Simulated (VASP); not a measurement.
# Mg2C in VASP: notebook

Aim: see how the results for Mg2C move with the level of theory and the settings. Levels: r2SCAN, HSE06. Tasks: single point.

Everything below comes from runs of VASP 6.6.1. Logs are shortened: lines on timing, memory, paths and dates and some standing lists are left out, and cuts for length are marked.

## Step 1: The cell of the first run

Symmetry: Immm, No. 71, orthorhombic system. The conventional cell has a = 3.791 Å, b = 3.876 Å, c = 5.422 Å, α = 90.00°, β = 90.00°, γ = 90.00°. C (site symmetry mmm) has 8 Mg at 2.33 to 2.37 Å within 3.1 Å. Mg (site symmetry mm2) has 4 C at 2.33 to 2.37 Å and 6 Mg at 2.71 Å within 3.1 Å.

## Step 2: Single point, r2SCAN (shear xy strain -2.2%)

File POSCAR:

```
Mg2C
1.0
   -0.0300914631      2.7109426181      2.7109426181
    2.7109426181     -0.0300914631      2.7109426181
    2.6808511551      2.6808511551      0.0000000000
C Mg
1 2
Direct
    0.0000000000      0.0000000000      0.0000000000
    0.2496265951      0.2496265951      0.2503734049
    0.7503734049      0.7503734049      0.7496265951
```

File INCAR.step1:

```
SYSTEM = Mg2C
PREC = Accurate
ENCUT = 520
ISMEAR = 0
SIGMA = 0.01
LREAL = .False.
LASPH = .True.
NELM = 80
NBANDS = 11
GGA = PE
ALGO = Normal
EDIFF = 1E-4
LWAVE = .True.
LCHARG = .False.
```

File INCAR.step2:

```
SYSTEM = Mg2C
PREC = Accurate
ENCUT = 520
EDIFF = 1E-6
ISMEAR = 0
SIGMA = 0.01
LREAL = .False.
LASPH = .True.
NELM = 80
ALGO = Normal
ISIF = 2
LWAVE = .False.
LCHARG = .True.
METAGGA = R2SCAN
LMIXTAU = .True.
LELF = .True.
LVHAR = .True.
NBANDS = 11
ISTART = 1
```

File KPOINTS:

```
regular mesh
0
Gamma
  8 8 8
  0 0 0
```

Potentials or basis: VASP PAW PBE potentials, release 64 (C, Mg).

On the command line:

```
cat potpaw_PBE.64/C/POTCAR potpaw_PBE.64/Mg/POTCAR > POTCAR
cp INCAR.step1 INCAR
mpirun -np 1 vasp_std > vasp.out
cp INCAR.step2 INCAR
mpirun -np 1 vasp_std > vasp.out
```

OUTCAR:

```text
SYSTEM = Mg2C
   PREC = Accurate
   ENCUT = 520
   EDIFF = 1E-6
   ISMEAR = 0
   LREAL = .False.
   LASPH = .True.
   NELM = 80
   ISIF = 2
   METAGGA = R2SCAN
   ISTART = 1

 ion  position               nearest neighbor table
   1  0.000  0.000  0.000-   2 2.33   3 2.33   3 2.33   2 2.33   3 2.37   3 2.37   2 2.37   2 2.37

   2  0.250  0.250  0.250-   1 2.33   1 2.33   1 2.37   1 2.37   3 2.71   3 2.71   3 2.71   3 2.71
                             3 2.71   3 2.71
   3  0.750  0.750  0.750-   1 2.33   1 2.33   1 2.37   1 2.37   2 2.71   2 2.71   2 2.71   2 2.71
                             2 2.71   2 2.71

  LATTYP: Found a body centered orthorhombic cell.
 ALAT       =     3.7912960622
 B/A-ratio  =     1.0224491860
 C/A-ratio  =     1.4300875340

  Lattice vectors:

 A1 = (   0.0300914631,  -2.7109426181,  -2.7109426181)
 A2 = (  -0.0300914630,   2.7109426182,  -2.7109426181)
 A3 = (   2.7109426181,  -0.0300914631,   2.7109426181)

Analysis of symmetry for initial positions (statically):
=====================================================================
 Subroutine PRICEL returns:
 Original cell was already a primitive cell.

 Routine SETGRP: Setting up the symmetry group for a
 body centered orthorhombic supercell.

 Subroutine GETGRP returns: Found  8 space group operations
 (whereof  8 operations were pure point group operations)
 out of a pool of  8 trial point group operations.

The static configuration has the point symmetry D_2h.

Analysis of symmetry for dynamics (positions and initial velocities):
=====================================================================
 Subroutine PRICEL returns:
 Original cell was already a primitive cell.

 Routine SETGRP: Setting up the symmetry group for a
 body centered orthorhombic supercell.

 Subroutine GETGRP returns: Found  8 space group operations
 (whereof  8 operations were pure point group operations)
 out of a pool of  8 trial point group operations.

The dynamic configuration has the point symmetry D_2h.

 Subroutine INISYM returns: Found  8 space group operations
 (whereof  8 operations are pure point group operations),
 and found     1 'primitive' translations

----------------------------------------------------------------------------------------

                                     Primitive cell

  volume of cell :      39.8417

  direct lattice vectors                    reciprocal lattice vectors
    -0.030091463  2.710942618  2.710942618    -0.182412909  0.182412909  0.184437692
     2.710942618 -0.030091463  2.710942618     0.182412909 -0.182412909  0.184437692
     2.680851155  2.680851155  0.000000000     0.186507930  0.186507930 -0.184437692

  length of vectors
     3.833969908  3.833969908  3.791296062     0.317121745  0.317121745  0.321850397

  position of ions in fractional coordinates (direct lattice)
     0.000000000  0.000000000  0.000000000
     0.249626595  0.249626595  0.250373405
     0.750373405  0.750373405  0.749626595

  ion indices of the primitive-cell ions
   primitive index   ion index
                 1           1
                 2           2
                 3           3

----------------------------------------------------------------------------------------

 KPOINTS: regular mesh

Automatic generation of k-mesh.
 Grid dimensions read from file:
 generate k-points for:    8    8    8

 Generating k-lattice:

  Cartesian coordinates                     Fractional coordinates (reciprocal lattice)
    -0.022801614  0.022801614  0.023054712     0.125000000  0.000000000  0.000000000
     0.022801614 -0.022801614  0.023054712     0.000000000  0.125000000  0.000000000
     0.023313491  0.023313491 -0.023054712     0.000000000  0.000000000  0.125000000

  Length of vectors
     0.039640218  0.039640218  0.040231300

  Shift w.r.t. Gamma in fractional coordinates (k-lattice)
     0.000000000  0.000000000  0.000000000

 Subroutine IBZKPT returns following result:
 ===========================================

 Found     95 irreducible k-points:

 Following reciprocal coordinates:
            Coordinates               Weight
  0.000000  0.000000  0.000000      1.000000
  0.125000  0.000000  0.000000      4.000000
  0.250000  0.000000  0.000000      4.000000
  0.375000  0.000000  0.000000      4.000000
  0.500000  0.000000  0.000000      2.000000
  0.125000  0.125000  0.000000      2.000000
[... 16 lines left out ...]
  0.125000  0.000000  0.125000      4.000000
  0.250000  0.000000  0.125000      8.000000
 [... further k-points ...]
   k-points           NKPTS =     95   k-points in BZ     NKDIM =     95   number of bands    NBANDS=     11
   number of dos      NEDOS =    301   number of ions     NIONS =      3
   total plane-waves  NPLWV =  25200
   dimension x,y,z NGX =    30 NGY =   30 NGZ =   28
   dimension x,y,z NGXF=    60 NGYF=   60 NGZF=   56
   ions per type =               1   2
   NGX,Y,Z   is equivalent  to a cutoff of  13.01, 13.01, 12.28 a.u.
   NGXF,Y,Z  is equivalent  to a cutoff of  26.02, 26.02, 24.56 a.u.
 SYSTEM =  Mg2C
   PREC   = accura    normal or accurate (medium, high low for compatibility)
   ISTART =      1    job   : 0-new  1-cont  2-samecut
   ICHARG =      0    charge: 1-file 2-atom 10-const
   ISPIN  =      1    spin polarized calculation?
   LNONCOLLINEAR =      F non collinear calculations
   LSORBIT =      F    spin-orbit coupling
   LASPH  =      T    aspherical Exc in radial PAW
   ENCUT  =  520.0 eV  38.22 Ry    6.18 a.u.   7.13  7.13  7.05*2*pi/ulx,y,z
   NELM   =     80;   NELMIN=  2; NELMDL=  0     # of ELM steps
   EDIFF  = 0.1E-05   stopping-criterion for ELM
   LREAL  =      F    real-space projection
   EDIFFG = 0.1E-04   stopping-criterion for IOM
   NSW    =      0    number of steps for IOM
   IBRION =     -1    ionic relax: 0-MD 1-quasi-New 2-CG
   NFREE  =      0    steps in history (QN), initial steepest desc. (CG)
   ISIF   =      2    stress and relaxation
   ISYM   =      2    0-nonsym 1-usesym 2-fastsym
   POTIM  = 0.5000    time-step for ionic-motion
   TEBEG  =    0.0;   TEEND  =   0.0 temperature during run
   PSTRESS=    0.0 pullay stress
   NELECT =       8.0000    total number of electrons
   NUPDOWN=      -1.0000    fix difference up-down
   EMIN   =  10.00;   EMAX   =-10.00  energy-range for DOS
   EFERMI =   0.00;   METHOD = LEGACY
   ISMEAR =     0;   SIGMA  =   0.01  broadening in eV -4-tet -1-fermi 0-gaus
   EFERMI_NEDOS =   21; number of points for ismear=-14 and -15
   IALGO  =     38    algorithm
   IMIX   =      4    mixing-type and parameters
     AMIX     =   0.40;   BMIX     =  1.00
     AMIX_MAG =   1.60;   BMIX_MAG =  1.00
  volume/ion in A,a.u.               =      13.28        89.62
  Fermi-wavevector in a.u.,A,eV,Ry     =   0.958648  1.811581 12.503826  0.919005
  Thomas-Fermi vector in A             =   2.087774
   LORBIT       =      0    0 simple, 1 ext, 2 COOP (PROOUT), +10 PAW based schemes
   METAGGA = R2SCAN    functional components
   LHFCALC =     F    Hartree Fock is set to
   AEXX    =    0.0000 exact exchange contribution
   IVDW    =     0    specifies the selected vdW correction
   LEPSILON=     F    determine dielectric tensor
   LRPA    =     F    only Hartree local field effects (RPA)
 non-spin polarized calculation
 Gauss-broadening in eV      SIGMA  =   0.01
  energy-cutoff  :      520.00
  volume of cell :       39.84
 maximum number of plane-waves:      1087
 NGX is ok and might be reduce to    30
   NGX = 15   NGY = 15   NGZ = 15

 number of electron       8.0000000 magnetization

 Free energy of the ion-electron system (eV)
  ---------------------------------------------------
  ext. energy  EPLUGINS =         0.00000000
  ---------------------------------------------------
  free energy    TOTEN  =       -17.80384632 eV

  energy without entropy =      -17.80384632  energy(sigma->0) =      -17.80384632

 E-fermi :   3.8054     XC(G=0): -10.4010

 val. band max:        3.6930640690   @ k =   0.0000   0.0000   0.0000
 cond. band min:       4.7477507784   @ k =   0.5000   0.5000   0.0000
 fundamental gap:      1.0546867095
 Fermi energy:         3.8054345382

 k-point     1 :       0.0000    0.0000    0.0000
  band No.  band energies     occupation
      1      -7.6457      2.00000
      2       3.6020      2.00000
      3       3.6444      2.00000
      4       3.6931      2.00000
      5       5.5921      0.00000
      6      10.6316      0.00000
      7      10.8688      0.00000
      8      11.0832      0.00000
      9      13.8739      0.00000
     10      13.8810      0.00000
     11      15.1428      0.00000

 k-point     2 :       0.1250    0.0000    0.0000
  band No.  band energies     occupation
      1      -7.4824      2.00000
      2       2.4712      2.00000
      3       3.5626      2.00000
      4       3.6203      2.00000
      5       6.5030      0.00000
      6      10.6194      0.00000
      7      10.9911      0.00000
      8      11.2387      0.00000
      9      12.8622      0.00000
     10      12.9559      0.00000
     11      14.8202      0.00000

 k-point     3 :       0.2500    0.0000    0.0000
  band No.  band energies     occupation
      1      -7.0330      2.00000
      2       0.7808      2.00000
      3       3.4144      2.00000
      4       3.4602      2.00000
      5       7.3965      0.00000
      6      10.5520      0.00000
      7      10.6773      0.00000
      8      10.8221      0.00000
      9      13.0366      0.00000
     10      13.2909      0.00000
     11      14.6129      0.00000
[... 267 lines left out ...]
 k-point    23 :       0.1250    0.0000    0.1250
  band No.  band energies     occupation
      1      -7.4243      2.00000
      2       2.5474      2.00000
      3       3.3431      2.00000
      4       3.3478      2.00000
      5       6.7657      0.00000
      6      10.3433      0.00000
      7      11.3392      0.00000
      8      11.3733      0.00000
      9      11.4842      0.00000
     10      14.1971      0.00000
     11      15.7736      0.00000

 k-point    24 :       0.2500    0.0000    0.1250
  band No.  band energies     occupation
      1      -7.0715      2.00000
      2       1.2781      2.00000
      3       3.0997      2.00000
      4       3.1805      2.00000
      5       7.4997      0.00000
      6      10.1510      0.00000
      7      10.3911      0.00000
      8      11.5044      0.00000
      9      12.2242      0.00000
     10      14.2539      0.00000
     11      15.6985      0.00000

 [... further k-points ...]
[... 5 lines left out ...]
  --------------------------------------------------------------------------------------
  -------------------------------------------------------------------------------------
  Total       -0.0814610     -0.0814610     -0.0892963      0.3431979      0.0000000      0.0000000
  in kB       -3.2758396     -3.2758396     -3.5909261     13.8012300      0.0000000      0.0000000
  external PRESSURE =      -3.3808684 kB  Pullay stress =       0.0000000 kB

 VOLUME and BASIS-vectors are now :
 -----------------------------------------------------------------------------
  energy-cutoff  :      520.00
  volume of cell :       39.84
      direct lattice vectors                 reciprocal lattice vectors
    -0.030091463  2.710942618  2.710942618    -0.182412909  0.182412909  0.184437692
     2.710942618 -0.030091463  2.710942618     0.182412909 -0.182412909  0.184437692
     2.680851155  2.680851155  0.000000000     0.186507930  0.186507930 -0.184437692

 POSITION                                       TOTAL-FORCE (eV/Angst)
 -----------------------------------------------------------------------------------
      0.00000      0.00000      0.00000         0.000000      0.000000     -0.000000
      1.34043      1.34043      1.35345         0.000000      0.000000     -0.000430
      4.02128      4.02128      4.06844        -0.000000     -0.000000      0.000430
 -----------------------------------------------------------------------------------
    total drift:                                0.000000     -0.000000      0.000000

  FREE ENERGIE OF THE ION-ELECTRON SYSTEM (eV)
  ---------------------------------------------------
  free  energy   TOTEN  =       -17.8038463247 eV

  energy  without entropy=      -17.8038463247  energy(sigma->0) =      -17.80384632
```

It took 1.8 min on 1 thread of Intel Xeon Platinum 8375C at 2.90GHz (Ice Lake), shared host; peak memory 0.2 GiB.

What came out:

* Free energy: -17.8038 eV
* Pressure: -0.3 GPa
* Band gap on the k mesh: 1.05 eV, indirect (least direct gap 1.90 eV)

Stress tensor (GPa, compression positive):
```
-0.33  1.38  0.00
 1.38 -0.33  0.00
 0.00  0.00 -0.36
```

Levels at points of the mesh, in eV from the valence-band top:
```
           k point  band 1  band 2  band 3  band 4  band 5  band 6  band 7  band 8
(0.00, 0.00, 0.00)  -11.34   -0.09   -0.05    0.00    1.90    6.94    7.18    7.39
(0.50, 0.00, 0.00)   -9.85   -4.89   -0.46   -0.43    4.04    6.09    6.24    6.62
(0.50, 0.50, 0.00)   -9.34   -4.14   -1.73   -1.51    1.05    4.73    9.91   10.18
(0.00, 0.00, 0.50)   -9.79   -4.83   -0.52   -0.50    3.91    5.91    6.06    6.54
(0.50, 0.00, 0.50)   -9.34   -4.14   -1.62   -1.62    1.06    4.72    9.85   10.19
```

Caveat: the cell differs from its parent crystal (shear xy strain -2.2%); the PAW data sets were made with another functional, which shifts forces and pressure a little. A k mesh can miss the band edges.

## Step 3: Single point, HSE06 (strain -2.4%)

File POSCAR:

```
Mg2C
1.0
    0.0000000000      2.6453378068      2.6453378068
    2.6453378068      0.0000000000      2.6453378068
    2.6453378068      2.6453378068      0.0000000000
C Mg
1 2
Direct
    0.0000000000      0.0000000000      0.0000000000
    0.2500000000      0.2500000000      0.2500000000
    0.7500000000      0.7500000000      0.7500000000
```

File INCAR.step1:

```
SYSTEM = Mg2C
  PREC = Accurate
  ENCUT = 520
  EDIFF = 1E-5
  ISMEAR = 0
  SIGMA = 0.01
  LREAL = .False.
  LASPH = .True.
  NELM = 100
  ALGO = Normal
  ISIF = 2
  LWAVE = .True.
  LCHARG = .False.
  GGA = PE
  NBANDS = 11
```

File INCAR.step2:

```
SYSTEM = Mg2C
  PREC = Accurate
  ENCUT = 520
  EDIFF = 1E-6
  ISMEAR = 0
  SIGMA = 0.01
  LREAL = .False.
  LASPH = .True.
  NELM = 100
  ALGO = Normal
  ISIF = 2
  LWAVE = .False.
  LCHARG = .False.
  GGA = PE
  LHFCALC = .True.
  HFSCREEN = 0.2079
  PRECFOCK = Normal
  ISTART = 1
  NBANDS = 11
```

File KPOINTS:

```
regular mesh
0
Gamma
  6 6 6
  0 0 0
```

Potentials or basis: VASP PAW PBE potentials, release 64 (C, Mg).

On the command line:

```
cat potpaw_PBE.64/C/POTCAR potpaw_PBE.64/Mg/POTCAR > POTCAR
cp INCAR.step1 INCAR
mpirun -np 1 vasp_std > vasp.out
cp INCAR.step2 INCAR
mpirun -np 1 vasp_std > vasp.out
```

OUTCAR:

```text
SYSTEM = Mg2C
   PREC = Accurate
   ENCUT = 520
   EDIFF = 1E-6
   ISMEAR = 0
   LREAL = .False.
   LASPH = .True.
   NELM = 100
   ISIF = 2
   GGA = PE
   LHFCALC = .True.
   HFSCREEN = 0.2079
   PRECFOCK = Normal
   ISTART = 1

 ion  position               nearest neighbor table
   1  0.000  0.000  0.000-   3 2.29   3 2.29   3 2.29   2 2.29   2 2.29   2 2.29   3 2.29   2 2.29

   2  0.250  0.250  0.250-   1 2.29   1 2.29   1 2.29   1 2.29   3 2.65   3 2.65   3 2.65   3 2.65
                             3 2.65   3 2.65
[... 421 lines left out ...]
  Direction    XX          YY          ZZ          XY          YZ          ZX
  --------------------------------------------------------------------------------------
  -------------------------------------------------------------------------------------
  Total        1.8059970      1.8059970      1.8059970     -0.0000000      0.0000000     -0.0000000
  in kB       78.1545383     78.1545383     78.1545383     -0.0000000      0.0000000     -0.0000000
  external PRESSURE =      78.1545383 kB  Pullay stress =       0.0000000 kB

 VOLUME and BASIS-vectors are now :
 -----------------------------------------------------------------------------
  energy-cutoff  :      520.00
  volume of cell :       37.02
      direct lattice vectors                 reciprocal lattice vectors
     0.000000000  2.645337807  2.645337807    -0.189011777  0.189011777  0.189011777
     2.645337807  0.000000000  2.645337807     0.189011777 -0.189011777  0.189011777
     2.645337807  2.645337807  0.000000000     0.189011777  0.189011777 -0.189011777

 POSITION                                       TOTAL-FORCE (eV/Angst)
 -----------------------------------------------------------------------------------
      0.00000      0.00000      0.00000        -0.000000      0.000000      0.000000
      1.32267      1.32267      1.32267        -0.000000     -0.000000     -0.000000
      3.96801      3.96801      3.96801         0.000000      0.000000      0.000000
 -----------------------------------------------------------------------------------
    total drift:                                0.000000      0.000000      0.000000

  FREE ENERGIE OF THE ION-ELECTRON SYSTEM (eV)
  ---------------------------------------------------
  free  energy   TOTEN  =       -12.8965252529 eV

  energy  without entropy=      -12.8965252529  energy(sigma->0) =      -12.89652525
```

OUTCAR.step1:

```text
SYSTEM = Mg2C
   PREC = Accurate
   ENCUT = 520
   EDIFF = 1E-5
   ISMEAR = 0
   LREAL = .False.
   LASPH = .True.
   NELM = 100
[... 439 lines left out ...]
      0.00000      0.00000      0.00000         0.000000      0.000000      0.000000
      1.32267      1.32267      1.32267         0.000000      0.000000      0.000000
      3.96801      3.96801      3.96801        -0.000000     -0.000000     -0.000000
 -----------------------------------------------------------------------------------
    total drift:                               -0.000000     -0.000000      0.000000

  FREE ENERGIE OF THE ION-ELECTRON SYSTEM (eV)
  ---------------------------------------------------
  free  energy   TOTEN  =       -11.3734732547 eV

  energy  without entropy=      -11.3734732547  energy(sigma->0) =      -11.37347325
```

It took 11 min on 1 thread of Intel Xeon Platinum 8375C at 2.90GHz (Ice Lake), shared host; peak memory 0.29 GiB.

Results:

```yaml
Free_energy: -12.8965 eV
Pressure: 7.8 GPa
Band_gap_on_the_k_mesh: 1.43 eV, indirect (least direct gap 2.85 eV)
```

Caveat: the cell differs from its parent crystal (strain -2.4%); the PAW data sets were made with another functional, which shifts forces and pressure a little.
